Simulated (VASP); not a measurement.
# Si16O (a cell with a defect) in VASP: a series of runs

Si16O (a cell with a defect) is run at these levels: r2SCAN+D3(BJ); tasks: single point.

All numbers are computed with VASP 6.6.1; they aren't measurements. Logs are shortened: lines on timing, memory, paths and dates and some standing lists are left out, and cuts for length are marked.

**1. The cell of the first run**

The cell holds a defect, 17 atoms: a = 7.679 Å, b = 7.679 Å, c = 7.679 Å, α = 60.00°, β = 60.00°, γ = 60.00°.

**2. Single point, r2SCAN+D3(BJ), collinear spin, ferromagnetic start**

POSCAR

```
Si16O
1.0
    0.0000000000      5.4300000000      5.4300000000
    5.4300000000      0.0000000000      5.4300000000
    5.4300000000      5.4300000000      0.0000000000
Si O
16 1
Direct
   -0.0290516252      0.0176978004      0.0180205811
    0.1161891278      0.1298537320      0.1302217537
    0.0031748017     -0.0081709824      0.5033101788
    0.1473907074      0.0725388629      0.6474635553
    0.0031673949      0.5029273730     -0.0076467763
    0.1475818405      0.6471430349      0.0727308510
   -0.0083183995      0.4916296866      0.4922803764
    0.1156395973      0.6155109665      0.6160673129
    0.4902942646     -0.0100256534     -0.0097679290
    0.6148056800      0.1141792565      0.1147702443
    0.5179562624      0.0176212392      0.4709095338
    0.6300959640      0.1298144645      0.6161433727
    0.5180853327      0.4703617547      0.0179888407
    0.6300681443      0.6158654278      0.1301183101
    0.4919646510      0.5028974543      0.5032351332
    0.5727816777      0.6469757227      0.6474318978
    0.2924916785      0.7920071598      0.7923320636
```

INCAR.step1

```
SYSTEM = Si16O
PREC = Accurate
ENCUT = 520
ISMEAR = 0
SIGMA = 0.05
LREAL = Auto
LASPH = .True.
NELM = 150
ISPIN = 2
MAGMOM = 0 0 0 0 0 0 0 0 0 0 0 0 0 0 0 0 1
NBANDS = 53
GGA = PE
ALGO = Normal
EDIFF = 1E-4
LWAVE = .True.
LCHARG = .False.
```

INCAR.step2

```
SYSTEM = Si16O
PREC = Accurate
ENCUT = 520
EDIFF = 1E-6
ISMEAR = 0
SIGMA = 0.05
LREAL = Auto
LASPH = .True.
NELM = 150
ALGO = Normal
ISIF = 2
LWAVE = .False.
LCHARG = .False.
ISPIN = 2
MAGMOM = 0 0 0 0 0 0 0 0 0 0 0 0 0 0 0 0 1
LORBIT = 11
METAGGA = R2SCAN
LMIXTAU = .True.
IVDW = 12
VDW_S6 = 1.0
VDW_S8 = 0.78981345
VDW_A1 = 0.49484001
VDW_A2 = 5.73083694
NBANDS = 53
ISTART = 1
```

KPOINTS

```
Automatic mesh
0
Gamma
  2 2 2
  0 0 0
```

Potentials or basis: VASP PAW PBE potentials, release 64 (Si, O).

Run with:

```
$ cat potpaw_PBE.64/Si/POTCAR potpaw_PBE.64/O/POTCAR > POTCAR
$ cp INCAR.step1 INCAR
$ mpirun -np 1 vasp_std > vasp.out
$ cp INCAR.step2 INCAR
$ mpirun -np 1 vasp_std > vasp.out
```

OUTCAR:

```text
SYSTEM = Si16O
   PREC = Accurate
   ENCUT = 520
   EDIFF = 1E-6
   ISMEAR = 0
   LREAL = Auto
   LASPH = .True.
   NELM = 150
   ISIF = 2
   ISPIN = 2
   LORBIT = 11
   METAGGA = R2SCAN
   IVDW = 12
   ISTART = 1
 IVDW          = 12

 ion  position               nearest neighbor table
   1  0.971  0.018  0.018-  10 2.25   2 2.32   4 2.37   6 2.37
   2  0.116  0.130  0.130-   1 2.32   5 2.34   3 2.34   9 2.35
   3  0.003  0.992  0.503-   4 2.33  12 2.34   2 2.34   8 2.37
   4  0.147  0.073  0.647-  17 1.89   3 2.33   1 2.37  11 2.37   7 2.64
   5  0.003  0.503  0.992-   6 2.33   2 2.34  14 2.34   8 2.37
   6  0.148  0.647  0.073-  17 1.89   5 2.33  13 2.37   1 2.37   7 2.64
   7  0.992  0.492  0.492-   8 2.33  16 2.63   4 2.64   6 2.64
   8  0.116  0.616  0.616-   7 2.33   5 2.37  15 2.37   3 2.37
   9  0.490  0.990  0.990-  10 2.34  12 2.35  14 2.35   2 2.35
  10  0.615  0.114  0.115-  11 2.25   1 2.25  13 2.25   9 2.34
  11  0.518  0.018  0.471-  10 2.25  12 2.32   4 2.37  16 2.37  17 2.56
  12  0.630  0.130  0.616-  11 2.32   3 2.34  15 2.34   9 2.35
  13  0.518  0.470  0.018-  10 2.25  14 2.32   6 2.37  16 2.37
  14  0.630  0.616  0.130-  13 2.32   5 2.34  15 2.34   9 2.35
  15  0.492  0.503  0.503-  16 2.33  12 2.34  14 2.34   8 2.37
  16  0.573  0.647  0.647-  17 1.89  15 2.33  13 2.37  11 2.37   7 2.63
  17  0.292  0.792  0.792-  16 1.89   6 1.89   4 1.89  11 2.56

  LATTYP: Found a face centered cubic cell.
 ALAT       =    10.8600000000

  Lattice vectors:

 A1 = (   0.0000000000,   5.4300000000,   5.4300000000)
 A2 = (   5.4300000000,   0.0000000000,   5.4300000000)
 A3 = (   5.4300000000,   5.4300000000,   0.0000000000)

Analysis of symmetry for initial positions (statically):
=====================================================================
 Subroutine PRICEL returns:
 Original cell was already a primitive cell.

 Routine SETGRP: Setting up the symmetry group for a
 face centered cubic supercell.

 Subroutine GETGRP returns: Found  1 space group operations
 (whereof  1 operations were pure point group operations)
 out of a pool of 48 trial point group operations.

The static configuration has the point symmetry C_1 .

Analysis of symmetry for dynamics (positions and initial velocities):
=====================================================================
 Subroutine PRICEL returns:
 Original cell was already a primitive cell.

 Routine SETGRP: Setting up the symmetry group for a
 face centered cubic supercell.

 Subroutine GETGRP returns: Found  1 space group operations
 (whereof  1 operations were pure point group operations)
 out of a pool of 48 trial point group operations.

The dynamic configuration has the point symmetry C_1 .

Analysis of structural, dynamic, and magnetic symmetry:
=====================================================================
[... 173 lines left out ...]

 E-fermi :   6.3969     XC(G=0): -10.0012

 val. band max:        6.2668719684   @ k =   0.5000   0.5000   0.5000
 cond. band min:       6.5323504660   @ k =   0.5000   0.5000   0.0000
 fundamental gap:      0.2654784977
 Fermi energy:         6.3968911864

 spin component 1

 k-point     1 :       0.0000    0.0000    0.0000
  band No.  band energies     occupation
      1     -15.7026      1.00000
      2      -6.3917      1.00000
      3      -4.8626      1.00000
      4      -4.8623      1.00000
      5      -4.3479      1.00000
      6      -3.6522      1.00000
[... 389 lines left out ...]
     46      10.5948      0.00000
     47      10.6691      0.00000
 Fermi energy:         6.3968911864

 spin component 2

 k-point     1 :       0.0000    0.0000    0.0000
  band No.  band energies     occupation
      1     -15.7026      1.00000
      2      -6.3917      1.00000
      3      -4.8626      1.00000
      4      -4.8623      1.00000
      5      -4.3479      1.00000
      6      -3.6522      1.00000
[... 389 lines left out ...]
     46      10.5948      0.00000
     47      10.6691      0.00000
 [bands above 47 left out]

------------------------ aborting loop because EDIFF is reached ----------------------------------------

 Edisp (eV)   -2.49243

 E8    (eV) :    -0.7848

  FORCE on cell =-STRESS in cart. coord.  units (eV):
  Direction    XX          YY          ZZ          XY          YZ          ZX
  --------------------------------------------------------------------------------------
  -------------------------------------------------------------------------------------
  Total       3.16590     3.16873     3.18396     0.27882     0.26470     0.26288
  in kB      15.84085    15.85502    15.93120     1.39508     1.32445     1.31536
  external pressure =       15.88 kB  Pullay stress =        0.00 kB

 VOLUME and BASIS-vectors are now :
 -----------------------------------------------------------------------------
  energy-cutoff  :      520.00
  volume of cell :      320.21
      direct lattice vectors                 reciprocal lattice vectors
     0.000000000  5.430000000  5.430000000    -0.092081031  0.092081031  0.092081031
     5.430000000  0.000000000  5.430000000     0.092081031 -0.092081031  0.092081031
     5.430000000  5.430000000  0.000000000     0.092081031  0.092081031 -0.092081031

 POSITION                                       TOTAL-FORCE (eV/Angst)
 -----------------------------------------------------------------------------------
      0.19395      5.37010      5.36835         0.002946      0.010608      0.006120
      1.41221      1.33801      1.33601        -0.002823     -0.008705     -0.009912
      8.11861      2.75021      5.40287        -0.002005     -0.000872     -0.001699
      3.90961      4.31606      1.19422         0.006009     -0.022362      0.007574
      8.11937      5.40568      2.74809        -0.002047     -0.003812     -0.002189
      3.90892      1.19630      4.31536         0.012272      0.008904     -0.024439
[... 9 lines left out ...]
      7.02863      6.62576      6.62328        -0.023103      0.005794      0.010761
      8.60296      5.89059      5.88883         0.003764      0.000555     -0.004536
 -----------------------------------------------------------------------------------
    total drift:                               -0.000125     -0.004819      0.001365

  FREE ENERGIE OF THE ION-ELECTRON SYSTEM (eV)
  ---------------------------------------------------
  free  energy   TOTEN  =      -147.4816427854 eV

  energy  without entropy=     -147.4816282565  energy(sigma->0) =     -147.48163552

 total charge

# of ion       s       p       d       tot
------------------------------------------
    1        0.764   0.971   0.000   1.735
    2        0.735   0.984   0.000   1.719
    3        0.740   0.982   0.000   1.722
    4        0.729   0.902   0.000   1.631
    5        0.740   0.982   0.000   1.722
    6        0.729   0.902   0.000   1.631
[... 9 lines left out ...]
   16        0.729   0.902   0.000   1.631
   17        1.600   3.493   0.000   5.092
--------------------------------------------------
tot         13.538  18.804   0.000  32.341

 magnetization (x)

# of ion       s       p       d       tot
------------------------------------------
    1       -0.000   0.000   0.000   0.000
    2        0.000   0.000   0.000   0.000
    3        0.000   0.000   0.000   0.000
    4       -0.000   0.000   0.000  -0.000
    5       -0.000  -0.000   0.000  -0.000
    6       -0.000  -0.000   0.000  -0.000
[... 9 lines left out ...]
   16       -0.000   0.000   0.000   0.000
   17       -0.000   0.000   0.000   0.000
--------------------------------------------------
tot         -0.000   0.000   0.000   0.000
```

Wall time 19 min (1 thread of AMD EPYC 9R45 (Zen 5), shared host); peak memory 0.8 GiB.

What came out:

- Free energy: -147.4816 eV
- Pressure: 1.6 GPa
- Largest force: 0.029 eV/Å
- Band gap on the k mesh: zero (filled and empty bands overlap)
- Net moment: 0.00 μB per cell
- Valence electrons inside the program's atomic spheres: Si 1.74, 1.72, 1.63, 1.62, 1.71, 1.79 (each value once); O 5.09
- Dispersion energy per atom: -0.147 eV

Forces in eV/Å, atoms in the order of the input:
```
Si   0.003  0.011  0.006
Si  -0.003 -0.009 -0.010
Si  -0.002 -0.001 -0.002
Si   0.006 -0.022  0.008
Si  -0.002 -0.004 -0.002
Si   0.012  0.009 -0.024
Si   0.001  0.003  0.011
Si   0.002  0.004  0.006
Si   0.001  0.001 -0.002
Si   0.001 -0.002  0.004
Si   0.006  0.009  0.003
Si  -0.007 -0.009  0.000
Si   0.012  0.005  0.009
Si  -0.009  0.000 -0.011
Si  -0.002 -0.001  0.000
Si  -0.023  0.006  0.011
O    0.004  0.001 -0.005
```

Stress tensor (GPa, compression positive):
```
1.58 0.14 0.13
0.14 1.59 0.13
0.13 0.13 1.59
```

Caveat: the k points lie up to 0.50 Å⁻¹ apart; the PAW data sets were made with another functional, which shifts forces and pressure a little.

**3. Single point, r2SCAN+D3(BJ), collinear spin, zero start**

POSCAR

```
Si16O
1.0
    0.0000000000      5.4300000000      5.4300000000
    5.4300000000      0.0000000000      5.4300000000
    5.4300000000      5.4300000000      0.0000000000
Si O
16 1
Direct
   -0.0049385820      0.0092312155     -0.0051969613
    0.1072262431      0.1545013812      0.1069940147
    0.0523058011     -0.0224643646      0.4777420810
    0.1332242173      0.1217168508      0.6217641805
    0.0109042357      0.5104745856      0.0110248619
    0.1351929098      0.6351717311      0.1353446593
   -0.0048442910      0.4947223757      0.5094291897
    0.1072069061      0.6066726519      0.6550067219
    0.4778308471     -0.0226286372      0.0522231123
    0.6220382136      0.1218126151      0.1326091160
    0.5095852670      0.0090130755      0.5089572744
    0.6332489871      0.1326475138      0.6332788214
    0.5092549724      0.4948507366     -0.0049803867
    0.6549081031      0.6066906077      0.1070406998
    0.4778681400      0.5521773481      0.4776767956
    0.6221596685      0.6326607735      0.6219771639
    0.3328482505      0.8322677716      0.3327635359
```

INCAR.step1

```
SYSTEM = Si16O
PREC     = Accurate       ! precision mode
ENCUT    = 520            ! plane-wave cutoff, eV
ISMEAR   = 0              ! smearing method
SIGMA    = 0.05           ! smearing width, eV
LREAL    = Auto         
LASPH    = .True.         ! aspherical terms in the spheres
NELM     = 150            ! most SCF steps
ISPIN    = 2              ! spin polarisation
MAGMOM   = 0 0 0 0 0 0 0 0 0 0 0 0 0 0 0 0 0 ! initial moments
NBANDS   = 53             ! bands
GGA      = PE             ! functional
ALGO     = Normal         ! electronic algorithm
EDIFF    = 1E-4           ! SCF threshold, eV
LWAVE    = .True.         ! write WAVECAR
LCHARG   = .False.        ! write CHGCAR
```

INCAR.step2

```
SYSTEM = Si16O
PREC     = Accurate       ! precision mode
ENCUT    = 520            ! plane-wave cutoff, eV
EDIFF    = 1E-7           ! SCF threshold, eV
ISMEAR   = 0              ! smearing method
SIGMA    = 0.05           ! smearing width, eV
LREAL    = Auto         
LASPH    = .True.         ! aspherical terms in the spheres
NELM     = 150            ! most SCF steps
ALGO     = Normal         ! electronic algorithm
ISIF     = 2              ! what is computed and relaxed
LWAVE    = .False.        ! write WAVECAR
LCHARG   = .True.         ! write CHGCAR
ISPIN    = 2              ! spin polarisation
MAGMOM   = 0 0 0 0 0 0 0 0 0 0 0 0 0 0 0 0 0 ! initial moments
LORBIT   = 11             ! projections on sites
METAGGA  = R2SCAN         ! meta-GGA
LMIXTAU  = .True.       
IVDW     = 12             ! dispersion correction
VDW_S6   = 1.0          
VDW_S8   = 0.78981345   
VDW_A1   = 0.49484001   
VDW_A2   = 5.73083694   
LELF     = .True.         ! ELF
LVHAR    = .True.       
NBANDS   = 53             ! bands
ISTART   = 1
```

KPOINTS is that of step 2.

Potentials or basis: VASP PAW PBE potentials, release 64 (Si, O).

Run with:

```
$ cat potpaw_PBE.64/Si/POTCAR potpaw_PBE.64/O/POTCAR > POTCAR
$ cp INCAR.step1 INCAR
$ mpirun -np 1 vasp_std > vasp.out
$ cp INCAR.step2 INCAR
$ mpirun -np 1 vasp_std > vasp.out
```

Run time: 21 min. Hardware: 1 thread of Intel Xeon 8259CL, shared host; peak memory 0.83 GiB.

The run converged. Its results:

| Item | Value |
| --- | --- |
| Free energy | -147.4819 eV |
| Pressure | 1.6 GPa |
| Largest force | 0.025 eV/Å |
| Band gap on the k mesh | zero (filled and empty bands overlap) |
| Net moment | 0.00 μB per cell |
| Valence electrons inside the program's atomic spheres | Si 1.72, 1.74, 1.63, 1.79, 1.71, 1.62 (each value once); O 5.09 |
| Dispersion energy per atom | -0.147 eV |

Forces in eV/Å, atoms in the order of the input:
```
Si   0.007  0.008  0.009
Si  -0.008  0.010 -0.016
Si   0.010 -0.003 -0.013
Si  -0.004  0.004  0.001
Si  -0.003 -0.006 -0.001
Si  -0.007 -0.005 -0.006
Si   0.008  0.008  0.008
Si  -0.009 -0.013  0.018
Si  -0.009 -0.006  0.015
Si   0.008  0.009 -0.005
Si   0.000 -0.002 -0.006
Si  -0.007 -0.010  0.003
Si   0.003  0.006  0.007
Si   0.012 -0.005 -0.008
Si  -0.010  0.017 -0.015
Si   0.003 -0.008  0.001
O    0.007 -0.004  0.007
```

Stress tensor (GPa, compression positive):
```
1.57 0.14 0.14
0.14 1.57 0.14
0.14 0.14 1.56
```

Levels at points of the mesh, in eV from the Fermi level:
Spin up:
```
           k point  band 31  band 32  band 33  band 34  band 35  band 36  band 37  band 38  band 39  band 40
(0.00, 0.00, 0.00)    -1.52    -0.93    -0.93    -0.47     0.14     0.15     0.43     0.43     0.67     0.67
(0.50, 0.00, 0.00)    -2.10    -1.72    -1.39    -1.20    -1.00     0.47     1.14     1.22     1.44     1.48
(0.00, 0.50, 0.00)    -2.10    -1.72    -1.39    -1.20    -1.00     0.47     1.14     1.22     1.44     1.48
(0.00, 0.00, 0.50)    -2.10    -1.72    -1.39    -1.20    -1.00     0.47     1.14     1.22     1.44     1.48
(0.50, 0.50, 0.50)    -1.75    -1.74    -1.27    -1.27    -0.14    -0.13     1.22     1.22     1.22     1.38
(0.50, 0.50, 0.00)    -2.30    -1.98    -1.91    -1.74    -1.19     0.14     1.01     1.11     2.23     2.34
(0.00, 0.50, 0.50)    -2.30    -1.98    -1.91    -1.74    -1.19     0.14     1.01     1.11     2.23     2.34
(0.50, 0.00, 0.50)    -2.30    -1.98    -1.91    -1.74    -1.18     0.14     1.01     1.11     2.23     2.34
```
Spin down:
```
           k point  band 32  band 33  band 34  band 35  band 36  band 37  band 38  band 39
(0.00, 0.00, 0.00)    -0.93    -0.93    -0.47     0.14     0.15     0.43     0.43     0.67
(0.50, 0.00, 0.00)    -1.72    -1.39    -1.20    -1.00     0.47     1.14     1.22     1.44
(0.00, 0.50, 0.00)    -1.72    -1.39    -1.20    -1.00     0.47     1.14     1.22     1.44
(0.00, 0.00, 0.50)    -1.72    -1.39    -1.20    -1.00     0.47     1.14     1.22     1.44
(0.50, 0.50, 0.50)    -1.74    -1.27    -1.27    -0.14    -0.13     1.22     1.22     1.22
(0.50, 0.50, 0.00)    -1.98    -1.91    -1.74    -1.19     0.14     1.01     1.11     2.23
(0.00, 0.50, 0.50)    -1.98    -1.91    -1.74    -1.19     0.14     1.01     1.11     2.23
(0.50, 0.00, 0.50)    -1.98    -1.91    -1.74    -1.18     0.14     1.01     1.11     2.23
```

Caveat: the k points lie up to 0.50 Å⁻¹ apart; the PAW data sets were made with another functional, which shifts forces and pressure a little.

The gap in the log of VASP goes by the Fermi energy; the results here count the filled bands.